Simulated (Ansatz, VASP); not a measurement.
**HfO2 in VASP and in Ansatz**

File POSCAR:

```
HfO2
1.0
    0.0000000000      2.2533397129      3.1862223540
    2.2533397129      0.0000000000      3.1862223540
    2.2533397129      2.2533397129      0.0000000000
Hf O
1 2
Direct
    0.0000000000      0.0000000000      0.0000000000
    0.2500000000      0.2500000000      0.2500000000
    0.7500000000      0.7500000000      0.7500000000
```

Contents of INCAR.step1:

```
SYSTEM = HfO2
  PREC = Accurate
  ENCUT = 520
  ISMEAR = 0
  SIGMA = 0.05
  LREAL = .FALSE.
  LASPH = .TRUE.
  NELM = 100
  NBANDS = 18
  GGA = PE
  ALGO = Normal
  EDIFF = 1E-4
  LWAVE = .TRUE.
  LCHARG = .FALSE.
```

Contents of INCAR.step2:

```
SYSTEM = HfO2
  PREC = Accurate
  ENCUT = 520
  EDIFF = 1E-7
  ISMEAR = 0
  SIGMA = 0.05
  LREAL = .FALSE.
  LASPH = .TRUE.
  NELM = 100
  ALGO = Normal
  ISIF = 2
  LWAVE = .FALSE.
  LCHARG = .FALSE.
  METAGGA = R2SCAN
  LMIXTAU = .TRUE.
  NBANDS = 18
  ISTART = 1
```

The input KPOINTS:

```
regular mesh
0
G
  8 8 8
  0 0 0
```

Input for Ansatz:

```yaml
crystal:
  lattice:
    - [0.0, 2.2533397129, 3.186222354]
    - [2.2533397129, 0.0, 3.186222354]
    - [2.2533397129, 2.2533397129, 0.0]
  atoms:
    - { symbol: Hf, position: [0.0, 0.0, 0.0] }
    - { symbol: O, position: [0.25, 0.25, 0.25] }
    - { symbol: O, position: [0.75, 0.75, 0.75] }
basis:
  ecutwfc: 500
kpoints:
  mp_grid: { grid: [8, 8, 8] }
hamiltonian:
  xc: r2scan
scf:
  occupations: { method: gaussian, width: 0.05 }
output:
  forces: true
  stress: true
  eigenvalues: true
```

Alike in both runs: task single point; functional r2SCAN; k mesh 8 × 8 × 8; occupations gaussian, width 0.05 eV; no spin polarisation.

|  | VASP | Ansatz |
| --- | --- | --- |
| version | VASP 6.6.1 | Ansatz 0.2.0 |
| potentials or method | VASP PAW PBE potentials, release 64 (Hf_pv, O), cutoff 520 eV | scalar-relativistic, plane waves, PAW |
| valence electrons in the cell | 22 | 38 |

VASP gave:

| Item | Value |
| --- | --- |
| gap on the k mesh at the Fermi level (eV) | none |
| pressure (GPa) | 0.6 |
| traceless stress, the component that is largest in VASP (GPa) | -113.64 |

Question: Estimate Ansatz's values.

Answer: gap on the k mesh at the Fermi level (eV): none; pressure (GPa): 3.8; traceless stress, the component that is largest in VASP (GPa): -112.69.

VASP's potentials were made for PBE, not for r2SCAN. A gap of «none» marks a metal or a gap that the smearing closes. VASP's potentials hold 22 valence electrons a cell and Ansatz's 38, so a difference there can come from the potentials and not from the codes.

Neither program's run includes spin-orbit coupling.
